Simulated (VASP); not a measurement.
Mg2Ge3N:

```
Mg Ge N
1.0
     3.30704    0.00000    0.00000
     0.00000    3.30704    0.00000
     0.00000    0.00000    9.24973
Mg Ge N
2 3 1
Direct
  0.00000 0.50000 0.77778
  0.50000 0.00000 0.22222
  0.50000 0.50000 0.00000
  0.00000 0.50000 0.42053
  0.50000 0.00000 0.57947
  0.00000 0.00000 0.00000
```

The cell was built from a structure type or drawn by symmetry, and may not be a known phase.

* Program: VASP 6.6.1
* Task: relaxation of cell and atoms
* Functional: PBE
* Potentials or basis: VASP PAW PBE potentials, release 64 (Mg, Ge_d, N)
* Cutoff: 600 eV
* k mesh: 12 × 12 × 4
* Occupations: gaussian, width 0.1 eV
* Spin: no spin polarisation

At the start: pressure -0.1 GPa; volume 16.86 Å³/atom.

Problem. How do energy, volume and symmetry change on relaxing?

Solution. Over 9 steps the energy falls by 2.2 meV/atom and the volume is 16.83 Å³/atom (-0.2 %); space group P-4m2 (No. 115, to 0.1 Å) before and after.

The path:
```
step  energy change (eV)  largest force (eV/Å)  pressure (GPa)  volume (Å³)
   1              0.0000                0.1374           -0.06       101.16
   2             -0.0035                0.1158            0.04       101.07
   3             -0.0108                0.0527            0.20       100.80
   4             -0.0057                0.2054            0.62       100.23
   5             -0.0123                0.0399            0.27       100.65
   6             -0.0125                0.0359            0.28       100.60
   7             -0.0127                0.0062           -0.27       101.41
   8             -0.0131                0.0177           -0.06       101.05
   9             -0.0132                0.0090           -0.05       100.95
```

Final structure:
```xyz
6
Lattice="3.3355 0.0000 0.0000 0.0000 3.3355 0.0000 0.0000 0.0000 9.0740" Properties=species:S:1:pos:R:3 pbc="T T T"
Mg    0.0000    1.6678    7.0303
Mg    1.6678    0.0000    2.0436
Ge    1.6678    1.6678    0.0000
Ge    0.0000    1.6678    3.8546
Ge    1.6678    0.0000    5.2194
N     0.0000    0.0000    0.0000
```
